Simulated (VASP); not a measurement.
# Ta (P6_3/mmc) in VASP: further runs, part 2 of 2

VASP 6.6.1. The steps go on from the part before.

## Step 3: Single point, revPBE (volume scaled by 1.12)

INCAR reads:

```
SYSTEM = Ta
PREC = Accurate
ENCUT = 520
EDIFF = 1E-6
ISMEAR = -1
SIGMA = 0.1
LREAL = .FALSE.
LASPH = .TRUE.
NELM = 80
ALGO = Normal
ISIF = 2
LWAVE = .FALSE.
LCHARG = .FALSE.
GGA = RE
NBANDS = 18
```

KPOINTS reads:

```
regular mesh
0
G
  14 14 7
  0 0 0
```

POSCAR reads:

```
Ta
1.0
    3.0241921748      0.0000000000      0.0000000000
   -1.5120960874      2.6190272492      0.0000000000
    0.0000000000      0.0000000000      5.3675877290
Ta
2
Direct
    0.3333333333      0.6666666667      0.2500000000
    0.6666666667      0.3333333333      0.7500000000
```

Potentials or basis: VASP PAW PBE potentials, release 64 (Ta_pv).

Run with:

```
cat potpaw_PBE.64/Ta_pv/POTCAR > POTCAR
mpirun -np 1 vasp_std > vasp.out
```

OUTCAR:

```text
SYSTEM = Ta
   PREC = Accurate
   ENCUT = 520
   EDIFF = 1E-6
   ISMEAR = -1
   LREAL = .FALSE.
   LASPH = .TRUE.
   NELM = 80
   ISIF = 2
   GGA = RE

 ion  position               nearest neighbor table
   1  0.333  0.667  0.250-   2 3.20   2 3.20   2 3.20   2 3.20   2 3.20   2 3.20
   2  0.667  0.333  0.750-   1 3.20   1 3.20   1 3.20   1 3.20   1 3.20   1 3.20

  LATTYP: Found a hexagonal cell.
 ALAT       =     3.0241921748
 C/A-ratio  =     1.7748831485

  Lattice vectors:

 A1 = (   3.0241921748,   0.0000000000,   0.0000000000)
 A2 = (  -1.5120960874,   2.6190272492,   0.0000000000)
 A3 = (   0.0000000000,   0.0000000000,   5.3675877290)

Analysis of symmetry for initial positions (statically):
=====================================================================
 Subroutine PRICEL returns:
 Original cell was already a primitive cell.

 Routine SETGRP: Setting up the symmetry group for a
 hexagonal supercell.

 Subroutine GETGRP returns: Found 24 space group operations
 (whereof 12 operations were pure point group operations)
 out of a pool of 24 trial point group operations.

The static configuration has the point symmetry D_3d.
 The point group associated with its full space group is D_6h.

Analysis of symmetry for dynamics (positions and initial velocities):
=====================================================================
 Subroutine PRICEL returns:
 Original cell was already a primitive cell.

 Routine SETGRP: Setting up the symmetry group for a
 hexagonal supercell.

 Subroutine GETGRP returns: Found 24 space group operations
 (whereof 12 operations were pure point group operations)
 out of a pool of 24 trial point group operations.

The dynamic configuration has the point symmetry D_3d.
 The point group associated with its full space group is D_6h.

 Subroutine INISYM returns: Found 24 space group operations
 (whereof 12 operations are pure point group operations),
 and found     1 'primitive' translations

----------------------------------------------------------------------------------------

                                     Primitive cell

  volume of cell :      42.5137

  direct lattice vectors                    reciprocal lattice vectors
     3.024192175  0.000000000  0.000000000     0.330666817  0.190910576  0.000000000
    -1.512096087  2.619027249  0.000000000     0.000000000  0.381821151  0.000000000
     0.000000000  0.000000000  5.367587729     0.000000000  0.000000000  0.186303429

  length of vectors
     3.024192175  3.024192175  5.367587729     0.381821151  0.381821151  0.186303429

  position of ions in fractional coordinates (direct lattice)
     0.333333333  0.666666667  0.250000000
     0.666666667  0.333333333  0.750000000

  ion indices of the primitive-cell ions
   primitive index   ion index
                 1           1
                 2           2

----------------------------------------------------------------------------------------

 KPOINTS: regular mesh

Automatic generation of k-mesh.
 Grid dimensions read from file:
 generate k-points for:   14   14    7

 Generating k-lattice:

  Cartesian coordinates                     Fractional coordinates (reciprocal lattice)
     0.023619058  0.013636470  0.000000000     0.071428571  0.000000000  0.000000000
     0.000000000  0.027272939  0.000000000     0.000000000  0.071428571  0.000000000
     0.000000000  0.000000000  0.026614776     0.000000000  0.000000000  0.142857143

  Length of vectors
     0.027272939  0.027272939  0.026614776

  Shift w.r.t. Gamma in fractional coordinates (k-lattice)
     0.000000000  0.000000000  0.000000000

 Subroutine IBZKPT returns following result:
 ===========================================

 Found     96 irreducible k-points:

 Following reciprocal coordinates:
            Coordinates               Weight
  0.000000  0.000000  0.000000      1.000000
  0.071429  0.000000  0.000000      6.000000
  0.142857  0.000000  0.000000      6.000000
  0.214286  0.000000  0.000000      6.000000
  0.285714  0.000000  0.000000      6.000000
  0.357143  0.000000  0.000000      6.000000
[... 16 lines left out ...]
  0.285714  0.285714  0.000000      6.000000
  0.357143  0.285714  0.000000      6.000000
 [... further k-points ...]
   k-points           NKPTS =     96   k-points in BZ     NKDIM =     96   number of bands    NBANDS=     18
   number of dos      NEDOS =    301   number of ions     NIONS =      2
   total plane-waves  NPLWV =  23040
   dimension x,y,z NGX =    24 NGY =   24 NGZ =   40
   dimension x,y,z NGXF=    48 NGYF=   48 NGZF=   80
   ions per type =               2
   NGX,Y,Z   is equivalent  to a cutoff of  13.19, 13.19, 12.39 a.u.
   NGXF,Y,Z  is equivalent  to a cutoff of  26.39, 26.39, 24.78 a.u.
 SYSTEM =  Ta
   PREC   = accura    normal or accurate (medium, high low for compatibility)
   ISTART =      0    job   : 0-new  1-cont  2-samecut
   ICHARG =      2    charge: 1-file 2-atom 10-const
   ISPIN  =      1    spin polarized calculation?
   LNONCOLLINEAR =      F non collinear calculations
   LSORBIT =      F    spin-orbit coupling
   LASPH  =      T    aspherical Exc in radial PAW
   ENCUT  =  520.0 eV  38.22 Ry    6.18 a.u.   5.62  5.62  9.98*2*pi/ulx,y,z
   NELM   =     80;   NELMIN=  2; NELMDL= -5     # of ELM steps
   EDIFF  = 0.1E-05   stopping-criterion for ELM
   LREAL  =      F    real-space projection
   EDIFFG = 0.1E-04   stopping-criterion for IOM
   NSW    =      0    number of steps for IOM
   IBRION =     -1    ionic relax: 0-MD 1-quasi-New 2-CG
   NFREE  =      0    steps in history (QN), initial steepest desc. (CG)
   ISIF   =      2    stress and relaxation
   ISYM   =      2    0-nonsym 1-usesym 2-fastsym
   POTIM  = 0.5000    time-step for ionic-motion
   TEBEG  =    0.0;   TEEND  =   0.0 temperature during run
   PSTRESS=    0.0 pullay stress
   NELECT =      22.0000    total number of electrons
   NUPDOWN=      -1.0000    fix difference up-down
   EMIN   =  10.00;   EMAX   =-10.00  energy-range for DOS
   EFERMI =   0.00;   METHOD = LEGACY
   ISMEAR =    -1;   SIGMA  =   0.10  broadening in eV -4-tet -1-fermi 0-gaus
   EFERMI_NEDOS =   21; number of points for ismear=-14 and -15
   IALGO  =     38    algorithm
   IMIX   =      4    mixing-type and parameters
     AMIX     =   0.40;   BMIX     =  1.00
     AMIX_MAG =   1.60;   BMIX_MAG =  1.00
  volume/ion in A,a.u.               =      21.26       143.45
  Fermi-wavevector in a.u.,A,eV,Ry     =   1.314335  2.483734 23.503759  1.727478
  Thomas-Fermi vector in A             =   2.444595
   LORBIT       =      0    0 simple, 1 ext, 2 COOP (PROOUT), +10 PAW based schemes
   GGA     = RE    functional components
   LHFCALC =     F    Hartree Fock is set to
   AEXX    =    0.0000 exact exchange contribution
   IVDW    =     0    specifies the selected vdW correction
   LEPSILON=     F    determine dielectric tensor
   LRPA    =     F    only Hartree local field effects (RPA)
 non-spin polarized calculation
  energy-cutoff  :      520.00
  volume of cell :       42.51
 maximum number of plane-waves:      1161
 NGX is ok and might be reduce to    24
   NGX = 11   NGY = 11   NGZ = 19

 number of electron      21.9999997 magnetization

 Free energy of the ion-electron system (eV)
  ---------------------------------------------------
  ext. energy  EPLUGINS =         0.00000000
  ---------------------------------------------------
  free energy    TOTEN  =       -22.07010639 eV

  energy without entropy =      -21.96939076  energy(sigma->0) =      -22.01974857

 E-fermi :   4.6751     XC(G=0): -11.7390

 val. band max:        4.6732939408   @ k =   0.2143   0.0000   0.4286
 cond. band min:       4.6802390506   @ k =   0.3571   0.1429   0.1429
 fundamental gap:      0.0069451097
 Fermi energy:         4.6751425516

 k-point     1 :       0.0000    0.0000    0.0000
  band No.  band energies     occupation
      1     -30.0221      2.00000
      2     -29.4986      2.00000
      3     -29.4046      2.00000
      4     -29.4046      2.00000
      5     -29.3494      2.00000
      6     -29.3494      2.00000
[... 10 lines left out ...]
     17       9.1109      0.00000
     18       9.1109      0.00000
[... 463 lines left out ...]
 k-point    24 :       0.3571    0.2857    0.0000
  band No.  band energies     occupation
      1     -29.9265      2.00000
      2     -29.8604      2.00000
      3     -29.8143      2.00000
      4     -29.7407      2.00000
      5     -29.6781      2.00000
      6     -29.6362      2.00000
[... 10 lines left out ...]
     17      10.9012      0.00000
     18      11.0498      0.00000

 [... further k-points ...]

------------------------ aborting loop because EDIFF is reached ----------------------------------------

  FORCE on cell =-STRESS in cart. coord.  units (eV):
  Direction    XX          YY          ZZ          XY          YZ          ZX
  --------------------------------------------------------------------------------------
  -------------------------------------------------------------------------------------
  Total       -4.5172077     -4.5172077     -4.1728331     -0.0000000      0.0000000      0.0000000
  in kB     -170.2362689   -170.2362689   -157.2581058     -0.0000000      0.0000000      0.0000000
  external PRESSURE =    -165.9102146 kB  Pullay stress =       0.0000000 kB

 VOLUME and BASIS-vectors are now :
 -----------------------------------------------------------------------------
  energy-cutoff  :      520.00
  volume of cell :       42.51
      direct lattice vectors                 reciprocal lattice vectors
     3.024192175  0.000000000  0.000000000     0.330666817  0.190910576  0.000000000
    -1.512096087  2.619027249  0.000000000     0.000000000  0.381821151  0.000000000
     0.000000000  0.000000000  5.367587729     0.000000000  0.000000000  0.186303429

 POSITION                                       TOTAL-FORCE (eV/Angst)
 -----------------------------------------------------------------------------------
     -0.00000      1.74602      1.34190        -0.000000      0.000000      0.000000
      1.51210      0.87301      4.02569         0.000000     -0.000000      0.000000
 -----------------------------------------------------------------------------------
    total drift:                               -0.000000      0.000000     -0.000000

  FREE ENERGIE OF THE ION-ELECTRON SYSTEM (eV)
  ---------------------------------------------------
  free  energy   TOTEN  =       -22.0701063870 eV

  energy  without entropy=      -21.9693907570  energy(sigma->0) =      -22.01974857
```

stdout:

```text
POSCAR found type information on POSCAR Ta
 POSCAR found :  1 types and       2 ions
 scaLAPACK will be used
 -----------------------------------------------------------------------------
|                                                                             |
|                                                                             |
|     You enforced a specific xc type in the INCAR file but a different       |
|     I HOPE YOU KNOW WHAT YOU ARE DOING!                                     |
|                                                                             |
 -----------------------------------------------------------------------------

 LDA part: xc-table for (Slater+PW92), standard interpolation
 POSCAR, INCAR and KPOINTS ok, starting setup
 FFT: planning ... GRIDC
 FFT: planning ... GRID_SOFT
 FFT: planning ... GRID
 WAVECAR not read
 entering main loop
```

Wall time 43 s (1 thread of Intel Xeon Platinum 8259CL at 2.50GHz (Skylake/Cascade Lake), shared host); peak memory 0.2 GiB.

Results:

```
Free energy            : -22.0701 eV
Pressure               : -16.6 GPa
Band gap on the k mesh : zero (band 11 reaches 5.49 eV, above the bottom of band 12 at 4.04 eV)
```

Caveat: the PAW data sets were made with another functional, which shifts forces and pressure a little; spin-orbit coupling is left out, which moves the levels of the heavy elements.
